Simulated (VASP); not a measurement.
# Ru (P6_3/mmc) in VASP: notebook

Ru is run at these levels: PBE; tasks: single point.

Everything below comes from runs of VASP 6.6.1. Logs are shortened: lines on timing, memory, paths and dates and some standing lists are left out, and cuts for length are marked.

### Step 1. The cell of the first run

It takes space group P6_3/mmc (No. 194, hexagonal). The conventional cell has a = 2.741 Å, b = 2.741 Å, c = 4.338 Å, α = 90.00°, β = 90.00°, γ = 120.00°. Ru (site symmetry -6m2) has 12 Ru at 2.69 to 2.74 Å within 3.5 Å.

### Step 2. Single point, PBE

Input file INCAR:

```
SYSTEM = Ru
ALGO = Normal
EDIFF = 1E-7
ENCUT = 520
GGA = PE
ISIF = 2
ISMEAR = -1
LASPH = .True.
LCHARG = .False.
LREAL = .False.
LWAVE = .False.
NBANDS = 21
NELM = 80
PREC = Accurate
SIGMA = 0.05
```

Input file KPOINTS:

```
k-points
0
Gamma
  12 12 7
  0 0 0
```

Input file POSCAR:

```
Ru
1.0
    2.7414067149      0.0000000000      0.0000000000
   -1.3707033574      2.3741283257      0.0000000000
    0.0000000000      0.0000000000      4.3382472512
Ru
2
Direct
    0.3333333333      0.6666666667      0.2500000000
    0.6666666667      0.3333333333      0.7500000000
```

Potentials or basis: VASP PAW PBE potentials, release 64 (Ru_pv).

On the command line:

```sh
> cat potpaw_PBE.64/Ru_pv/POTCAR > POTCAR
> mpirun -np 1 vasp_std > vasp.out
```

OUTCAR:

```text
SYSTEM = Ru
   EDIFF = 1E-7
   ENCUT = 520
   GGA = PE
   ISIF = 2
   ISMEAR = -1
   LASPH = .True.
   LREAL = .False.
   NELM = 80
   PREC = Accurate

 ion  position               nearest neighbor table
   1  0.333  0.667  0.250-   2 2.69   2 2.69   2 2.69   2 2.69   2 2.69   2 2.69
   2  0.667  0.333  0.750-   1 2.69   1 2.69   1 2.69   1 2.69   1 2.69   1 2.69

  LATTYP: Found a hexagonal cell.
 ALAT       =     2.7414067149
 C/A-ratio  =     1.5824894670

  Lattice vectors:

 A1 = (   2.7414067149,   0.0000000000,   0.0000000000)
 A2 = (  -1.3707033574,   2.3741283257,   0.0000000000)
 A3 = (   0.0000000000,   0.0000000000,   4.3382472512)

Analysis of symmetry for initial positions (statically):
[... 35 lines left out ...]
                                     Primitive cell

  volume of cell :      28.2353

  direct lattice vectors                    reciprocal lattice vectors
     2.741406715  0.000000000  0.000000000     0.364776228  0.210603612  0.000000000
    -1.370703357  2.374128326  0.000000000     0.000000000  0.421207223  0.000000000
     0.000000000  0.000000000  4.338247251     0.000000000  0.000000000  0.230507839

  length of vectors
     2.741406715  2.741407121  4.338247251     0.421207286  0.421207223  0.230507839

  position of ions in fractional coordinates (direct lattice)
     0.333333333  0.666666667  0.250000000
     0.666666667  0.333333333  0.750000000

  ion indices of the primitive-cell ions
   primitive index   ion index
                 1           1
                 2           2

----------------------------------------------------------------------------------------

 KPOINTS: k-points

Automatic generation of k-mesh.
 Grid dimensions read from file:
 generate k-points for:   12   12    7

 Generating k-lattice:

  Cartesian coordinates                     Fractional coordinates (reciprocal lattice)
     0.030398019  0.017550301  0.000000000     0.083333333 -0.000000000  0.000000000
     0.000000000  0.035100602  0.000000000     0.000000000  0.083333333  0.000000000
     0.000000000  0.000000000  0.032929691     0.000000000  0.000000000  0.142857143

  Length of vectors
     0.035100607  0.035100602  0.032929691

  Shift w.r.t. Gamma in fractional coordinates (k-lattice)
     0.000000000  0.000000000  0.000000000

 Subroutine IBZKPT returns following result:
 ===========================================

 Found     76 irreducible k-points:

 Following reciprocal coordinates:
            Coordinates               Weight
  0.000000  0.000000  0.000000      1.000000
  0.083333  0.000000  0.000000      6.000000
  0.166667  0.000000  0.000000      6.000000
  0.250000  0.000000  0.000000      6.000000
  0.333333  0.000000  0.000000      6.000000
  0.416667  0.000000  0.000000      6.000000
[... 16 lines left out ...]
  0.250000  0.000000  0.142857     12.000000
  0.333333  0.000000  0.142857     12.000000
 [... further k-points ...]
   k-points           NKPTS =     76   k-points in BZ     NKDIM =     76   number of bands    NBANDS=     21
   number of dos      NEDOS =    301   number of ions     NIONS =      2
   total plane-waves  NPLWV =  12800
   dimension x,y,z NGX =    20 NGY =   20 NGZ =   32
   dimension x,y,z NGXF=    40 NGYF=   40 NGZF=   64
   ions per type =               2
   NGX,Y,Z   is equivalent  to a cutoff of  12.13, 12.13, 12.26 a.u.
   NGXF,Y,Z  is equivalent  to a cutoff of  24.26, 24.26, 24.53 a.u.
 SYSTEM =  Ru
   PREC   = accura    normal or accurate (medium, high low for compatibility)
   ISTART =      0    job   : 0-new  1-cont  2-samecut
   ICHARG =      2    charge: 1-file 2-atom 10-const
   ISPIN  =      1    spin polarized calculation?
   LNONCOLLINEAR =      F non collinear calculations
   LSORBIT =      F    spin-orbit coupling
   LASPH  =      T    aspherical Exc in radial PAW
   ENCUT  =  520.0 eV  38.22 Ry    6.18 a.u.   5.10  5.10  8.07*2*pi/ulx,y,z
   NELM   =     80;   NELMIN=  2; NELMDL= -5     # of ELM steps
   EDIFF  = 0.1E-06   stopping-criterion for ELM
   LREAL  =      F    real-space projection
   EDIFFG = 0.1E-05   stopping-criterion for IOM
   NSW    =      0    number of steps for IOM
   IBRION =     -1    ionic relax: 0-MD 1-quasi-New 2-CG
   NFREE  =      0    steps in history (QN), initial steepest desc. (CG)
   ISIF   =      2    stress and relaxation
   ISYM   =      2    0-nonsym 1-usesym 2-fastsym
   POTIM  = 0.5000    time-step for ionic-motion
   TEBEG  =    0.0;   TEEND  =   0.0 temperature during run
   PSTRESS=    0.0 pullay stress
   NELECT =      28.0000    total number of electrons
   NUPDOWN=      -1.0000    fix difference up-down
   EMIN   =  10.00;   EMAX   =-10.00  energy-range for DOS
   EFERMI =   0.00;   METHOD = LEGACY
   ISMEAR =    -1;   SIGMA  =   0.05  broadening in eV -4-tet -1-fermi 0-gaus
   EFERMI_NEDOS =   21; number of points for ismear=-14 and -15
   IALGO  =     38    algorithm
   IMIX   =      4    mixing-type and parameters
     AMIX     =   0.40;   BMIX     =  1.00
     AMIX_MAG =   1.60;   BMIX_MAG =  1.00
  volume/ion in A,a.u.               =      14.12        95.27
  Fermi-wavevector in a.u.,A,eV,Ry     =   1.632539  3.085051 36.262017  2.665183
  Thomas-Fermi vector in A             =   2.724493
   LORBIT       =      0    0 simple, 1 ext, 2 COOP (PROOUT), +10 PAW based schemes
   GGA     = PE    functional components
   LHFCALC =     F    Hartree Fock is set to
   AEXX    =    0.0000 exact exchange contribution
   IVDW    =     0    specifies the selected vdW correction
   LEPSILON=     F    determine dielectric tensor
   LRPA    =     F    only Hartree local field effects (RPA)
 non-spin polarized calculation
  energy-cutoff  :      520.00
  volume of cell :       28.24
 maximum number of plane-waves:       777
   NGX = 11   NGY = 11   NGZ = 17

 number of electron      28.0000012 magnetization

 Free energy of the ion-electron system (eV)
  ---------------------------------------------------
  ext. energy  EPLUGINS =         0.00000000
  ---------------------------------------------------
  free energy    TOTEN  =       -18.46595670 eV

  energy without entropy =      -18.45235794  energy(sigma->0) =      -18.45915732

 E-fermi :  12.1643     XC(G=0): -13.8793

 val. band max:       12.1013879589   @ k =   0.3333   0.2500   0.2857
 cond. band min:      12.1696848243   @ k =   0.3333   0.1667   0.2857
 fundamental gap:      0.0682968654
 Fermi energy:        12.1643346345

 k-point     1 :       0.0000    0.0000    0.0000
  band No.  band energies     occupation
      1     -31.3645      2.00000
      2     -30.5542      2.00000
      3     -30.5542      2.00000
      4     -30.4037      2.00000
      5     -30.4037      2.00000
      6     -30.3603      2.00000
[... 13 lines left out ...]
     20      22.6004      0.00000
     21      22.6056      0.00000

 k-point     2 :       0.0833    0.0000    0.0000
  band No.  band energies     occupation
      1     -31.3438      2.00000
      2     -30.5978      2.00000
      3     -30.5689      2.00000
      4     -30.4492      2.00000
      5     -30.4098      2.00000
      6     -30.3700      2.00000
[... 13 lines left out ...]
     20      22.6005      0.00000
     21      22.6053      0.00000

 k-point     3 :       0.1667    0.0000    0.0000
  band No.  band energies     occupation
      1     -31.2844      2.00000
      2     -30.7170      2.00000
      3     -30.6080      2.00000
      4     -30.5714      2.00000
      5     -30.4275      2.00000
      6     -30.3991      2.00000
[... 13 lines left out ...]
     20      22.6004      0.00000
     21      22.6043      0.00000

 k-point     4 :       0.2500    0.0000    0.0000
  band No.  band energies     occupation
      1     -31.1947      2.00000
      2     -30.8802      2.00000
      3     -30.7329      2.00000
      4     -30.6593      2.00000
      5     -30.4535      2.00000
      6     -30.4474      2.00000
[... 13 lines left out ...]
     20      22.6004      0.00000
     21      22.6031      0.00000

 k-point     5 :       0.3333    0.0000    0.0000
  band No.  band energies     occupation
      1     -31.0886      2.00000
      2     -31.0434      2.00000
      3     -30.8888      2.00000
      4     -30.7088      2.00000
      5     -30.5119      2.00000
      6     -30.4808      2.00000
[... 13 lines left out ...]
     20      22.5982      0.00000
     21      22.6006      0.00000

 k-point     6 :       0.4167    0.0000    0.0000
  band No.  band energies     occupation
      1     -31.1626      2.00000
      2     -30.9998      2.00000
      3     -30.9892      2.00000
      4     -30.7441      2.00000
      5     -30.5806      2.00000
      6     -30.5013      2.00000
[... 13 lines left out ...]
     20      22.6001      0.00000
     21      22.6298      0.00000

 k-point     7 :       0.5000    0.0000    0.0000
  band No.  band energies     occupation
      1     -31.2062      2.00000
      2     -31.0398      2.00000
      3     -30.9423      2.00000
      4     -30.7569      2.00000
      5     -30.6163      2.00000
      6     -30.5089      2.00000
[... 13 lines left out ...]
     20      22.5995      0.00000
     21      22.8759      0.00000
[... 291 lines left out ...]
      1     -31.3171      2.00000
      2     -30.5468      2.00000
      3     -30.5468      2.00000
      4     -30.4125      2.00000
      5     -30.4112      2.00000
      6     -30.4112      2.00000
[... 13 lines left out ...]
     20      22.6004      0.00000
     21      22.9528      0.00000

 k-point    21 :       0.0833    0.0000    0.1429
  band No.  band energies     occupation
      1     -31.2991      2.00000
      2     -30.5890      2.00000
      3     -30.5611      2.00000
      4     -30.4772      2.00000
      5     -30.4177      2.00000
      6     -30.3998      2.00000
[... 13 lines left out ...]
     20      22.6005      0.00000
     21      22.9511      0.00000

 k-point    22 :       0.1667    0.0000    0.1429
  band No.  band energies     occupation
      1     -31.2493      2.00000
      2     -30.7035      2.00000
      3     -30.6037      2.00000
      4     -30.5992      2.00000
      5     -30.4366      2.00000
      6     -30.4183      2.00000
[... 13 lines left out ...]
     20      22.6004      0.00000
     21      22.9670      0.00000

 k-point    23 :       0.2500    0.0000    0.1429
  band No.  band energies     occupation
      1     -31.1827      2.00000
      2     -30.8532      2.00000
      3     -30.7637      2.00000
      4     -30.6492      2.00000
      5     -30.4638      2.00000
      6     -30.4567      2.00000
[... 13 lines left out ...]
     20      22.6004      0.00000
     21      23.0987      0.00000

 k-point    24 :       0.3333    0.0000    0.1429
  band No.  band energies     occupation
      1     -31.1518      2.00000
      2     -30.9664      2.00000
      3     -30.9035      2.00000
      4     -30.6976      2.00000
      5     -30.5102      2.00000
      6     -30.4922      2.00000
[... 13 lines left out ...]
     20      22.6003      0.00000
     21      23.3151      0.00000

 [... further k-points ...]
[... 5 lines left out ...]
  --------------------------------------------------------------------------------------
  -------------------------------------------------------------------------------------
  Total       -1.3114083     -1.3114089     -1.4026750     -0.0000000      0.0000000     -0.0000000
  in kB      -74.4143281    -74.4143574    -79.5931495     -0.0000000      0.0000000     -0.0000000
  external PRESSURE =     -76.1406117 kB  Pullay stress =       0.0000000 kB

 VOLUME and BASIS-vectors are now :
 -----------------------------------------------------------------------------
  energy-cutoff  :      520.00
  volume of cell :       28.24
      direct lattice vectors                 reciprocal lattice vectors
     2.741406715  0.000000000  0.000000000     0.364776228  0.210603612  0.000000000
    -1.370703357  2.374128326  0.000000000     0.000000000  0.421207223  0.000000000
     0.000000000  0.000000000  4.338247251     0.000000000  0.000000000  0.230507839

 POSITION                                       TOTAL-FORCE (eV/Angst)
 -----------------------------------------------------------------------------------
     -0.00000      1.58275      1.08456         0.000000     -0.000000      0.000000
      1.37070      0.79138      3.25369        -0.000000      0.000000      0.000000
 -----------------------------------------------------------------------------------
    total drift:                               -0.000000      0.000000     -0.000000

  FREE ENERGIE OF THE ION-ELECTRON SYSTEM (eV)
  ---------------------------------------------------
  free  energy   TOTEN  =       -18.4659567022 eV

  energy  without entropy=      -18.4523579407  energy(sigma->0) =      -18.45915732
```

Wall time 24 s (1 thread of Intel Xeon Platinum 8259CL at 2.50GHz (Skylake/Cascade Lake), shared host); peak memory 0.16 GiB.

Results:

```yaml
Free_energy: -18.4660 eV
Pressure: -7.6 GPa
Band_gap_on_the_k_mesh: zero (band 14 reaches 13.46 eV, above the bottom of band 15 at 10.68 eV)
```

Stress tensor (GPa, compression positive):
```
-7.44  0.00  0.00
 0.00 -7.44  0.00
 0.00  0.00 -7.96
```

### Step 3. Single point, PBE

This run uses another cell than the first one, of 14.52 Å³/atom, 1.029 times its volume.

Input file INCAR:

```
SYSTEM = Ru
  PREC = Accurate
  ENCUT = 520
  EDIFF = 1E-7
  ISMEAR = -1
  SIGMA = 0.05
  LREAL = .FALSE.
  LASPH = .TRUE.
  NELM = 100
  ALGO = Normal
  ISIF = 2
  LWAVE = .FALSE.
  LCHARG = .FALSE.
  GGA = PE
  NBANDS = 21
```

Input file KPOINTS:

```
regular mesh
0
G
  12 12 7
  0 0 0
```

Input file POSCAR:

```
Ru
1.0
    2.7675169217      0.0000000000      0.0000000000
   -1.3837584608      2.3967404326      0.0000000000
    0.0000000000      0.0000000000      4.3795663785
Ru
2
Direct
    0.3333333333      0.6666666667      0.2500000000
    0.6666666667      0.3333333333      0.7500000000
```

Potentials or basis: VASP PAW PBE potentials, release 64 (Ru_pv).

On the command line:

```sh
> cat potpaw_PBE.64/Ru_pv/POTCAR > POTCAR
> mpirun -np 1 vasp_std > vasp.out
```

Wall time 26 s (1 thread of Intel Xeon Platinum 8259CL at 2.50GHz (Skylake/Cascade Lake), shared host); peak memory 0.17 GiB.

Results (log left out):

```
Free energy            : -18.4088 eV
Pressure               : -14.9 GPa
Band gap on the k mesh : zero (band 14 reaches 12.90 eV, above the bottom of band 15 at 10.25 eV)
```

Stress tensor (GPa, compression positive):
```
-14.58   0.00   0.00
  0.00 -14.58   0.00
  0.00   0.00 -15.55
```

Levels at points of the mesh, in eV from the Fermi level:
```csv
k point,band 12,band 13,band 14,band 15,band 16,band 17
"(0.00, 0.00, 0.00)",-1.76,-1.76,-1.28,-1.28,1.04,1.04
"(0.50, 0.00, 0.00)",-1.69,-1.41,1.24,1.61,1.68,3.69
```
